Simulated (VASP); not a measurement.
Input of a VASP 6.6.1 run:

Contents of INCAR:

```
ALGO = Normal ; EDIFF = 1E-6
ENCUT = 520 ; GGA = PE
ISIF = 2 ; ISMEAR = -1
LASPH = T ; LCHARG = F
LREAL = F ; LWAVE = F
NBANDS = 27 ; NELM = 80
PREC = Accurate ; SIGMA = 0.05
```

Contents of KPOINTS:

```
k-points
0
Gamma
  9 9 2
```

Contents of POSCAR:

```
InO
1.0
    3.3831121046      0.0000000000      0.0000000000
   -1.6915560524      2.9298610265      0.0000000000
    0.0000000000      0.0000000000     15.5529866067
In O
2 2
Direct
    0.6666666667      0.3333333333      0.4099790000
    0.6666666667      0.3333333333      0.5900210000
    0.0000000000      0.0000000000      0.3601330000
    0.0000000000      0.0000000000      0.6398670000
```

Potentials or basis: VASP PAW PBE potentials, release 64 (In_d, O).

The run is started by

```sh
$ cat potpaw_PBE.64/In_d/POTCAR potpaw_PBE.64/O/POTCAR > POTCAR
$ mpirun -np 1 vasp_std > vasp.out
```

(1) Predict the largest force.

(2) What does it give for the band gap on the k mesh?

Results:

(1) 0.539 eV/Å.

(2) 0.43 eV, indirect (least direct gap 1.29 eV).

Caveat: spin-orbit coupling is left out, which moves the levels of the heavy elements.
